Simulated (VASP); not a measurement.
Set up this calculation in VASP 6.6.1, as the native input.

```yaml
Task: single point
Functional: PBE
Potentials_or_basis: VASP PAW PBE potentials, release 64 (B, N)
Cutoff: 520 eV
k_mesh: 8 × 8 × 8
Occupations: gaussian, width 0.01 eV
Spin: no spin polarisation
Dipole_correction: no
Further_INCAR_settings: ALGO = Normal; EDIFF = 1e-06; NBANDS = 11
```

The structure of BN (Qingsongite) lies in POSCAR:

```
BN
1.0
    0.0000000000      1.8344170951      1.8344170951
    1.8344170951      0.0000000000      1.8344170951
    1.8344170951      1.8344170951      0.0000000000
B N
1 1
Direct
    0.0000000000      0.0000000000      0.0000000000
    0.2500000000      0.2500000000      0.2500000000
```

This cell differs from its parent crystal: volume changed by +5%.

The input as run:

INCAR

```
SYSTEM = BN
  PREC = Accurate
  ENCUT = 520
  EDIFF = 1E-6
  ISMEAR = 0
  SIGMA = 0.01
  LREAL = .False.
  LASPH = .True.
  NELM = 100
  ALGO = Normal
  ISIF = 2
  LWAVE = .False.
  LCHARG = .False.
  GGA = PE
  NBANDS = 11
```

KPOINTS

```
Automatic mesh
0
Gamma
  8 8 8
  0 0 0
```

Potentials or basis: VASP PAW PBE potentials, release 64 (B, N).

Launch:

```sh
$ cat potpaw_PBE.64/B/POTCAR potpaw_PBE.64/N/POTCAR > POTCAR
$ mpirun -np 1 vasp_std > vasp.out
```

It gave:

```yaml
Pressure: -12.5 GPa
Band_gap_on_the_k_mesh: 4.41 eV, indirect (least direct gap 8.61 eV)
```

It took 5.8 s on 1 thread of AMD EPYC 7R13, on a shared host, peak memory 0.09 GiB.
